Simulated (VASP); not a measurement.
Input of a VASP 6.6.1 run:

File INCAR:

```
PREC = Accurate
ENCUT = 520
EDIFF = 1E-6
ISMEAR = 0
SIGMA = 0.01
LREAL = F
LASPH = T
NELM = 60
ALGO = Normal
ISIF = 2
LWAVE = F
LCHARG = F
GGA = PE
NBANDS = 36
```

The input KPOINTS:

```
Automatic mesh
0
Gamma
  6 4 4
```

The input POSCAR:

```
Cd2S5
1.0
    4.2937122192     -0.0013100576      0.1251598174
    0.0636216047      6.6111080501      0.1713741980
    1.1057862243      0.5877807200      8.4965149099
Cd S
2 5
Direct
    0.0372136036      0.1133372284      0.8561809256
    0.5597981852      0.6120448731      0.7987904459
    0.0783438827      0.7925369318      0.7271259168
    0.9699034160      0.3942211147      0.2929810041
    0.2554048021      0.2957796925      0.4559757463
    0.5909705002      0.5261233739      0.4265916399
    0.5083656104      0.2659567856      0.9413543211
```

Potentials or basis: VASP PAW PBE potentials, release 64 (Cd, S).

Command:

```bash
$ cat potpaw_PBE.64/Cd/POTCAR potpaw_PBE.64/S/POTCAR > POTCAR
$ mpirun -np 1 vasp_std > vasp.out
```

Task: Estimate the largest force.

Result: 0.135 eV/Å.

Task: Estimate the pressure.

Result: 0.0 GPa.

Forces on the atoms (eV/Å):
```
Cd   0.000  0.004 -0.001
Cd   0.000  0.000  0.003
S    0.002 -0.001 -0.039
S    0.002  0.018  0.130
S   -0.005  0.105 -0.085
S    0.003 -0.123 -0.050
S   -0.002 -0.004  0.041
```
